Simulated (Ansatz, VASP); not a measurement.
Two plane-wave programs on Ga3AsP2

```
CELL_PARAMETERS angstrom
3.93612 0.00000 0.00000
-1.96806 3.40878 0.00000
0.00000 0.00000 19.46933
ATOMIC_POSITIONS crystal
Ga 0.33333 0.66667 0.32996
Ga 0.33333 0.66667 0.66666
Ga 0.33333 0.66667 0.00346
Ga 0.66667 0.33333 0.16666
Ga 0.66667 0.33333 0.50346
Ga 0.66667 0.33333 0.82996
P 0.33333 0.66667 0.12631
P 0.33333 0.66667 0.78989
P 0.66667 0.33333 0.28989
P 0.66667 0.33333 0.62631
As 0.33333 0.66667 0.45773
As 0.66667 0.33333 0.95773
```

Alike in both runs: functional PBE; k mesh 12 × 12 × 2; no spin polarisation.

Ansatz relaxed the structure, and its values are those at the end. VASP's run is a single point on that final structure, the one shown.

|  | VASP | Ansatz |
| --- | --- | --- |
| version | VASP 6.6.1 | Ansatz 0.2.0 |
| potentials or method | VASP PAW PBE potentials, release 64 (Ga_d, P, As), cutoff 520 eV | scalar-relativistic, plane waves, PAW |
| occupations | gaussian, width 0.01 eV | fixed |
| valence electrons in the cell | 108 | 128 |

|  | VASP | Ansatz | Ansatz less VASP |
| --- | --- | --- | --- |
| gap on the k mesh at the Fermi level (eV) | 0.89 | 0.90 | +0.005 |
| least direct gap on the mesh (eV) | 0.89 | 0.90 | +0.005 |
| pressure (GPa) | 0.1 | 0.0 | -0.06 |
| rms of the force components (eV/Å) | 0.005 | 0.000 | -0.0044 |

VASP's potentials hold 108 valence electrons a cell and Ansatz's 128, so a difference there can come from the potentials and not from the codes.
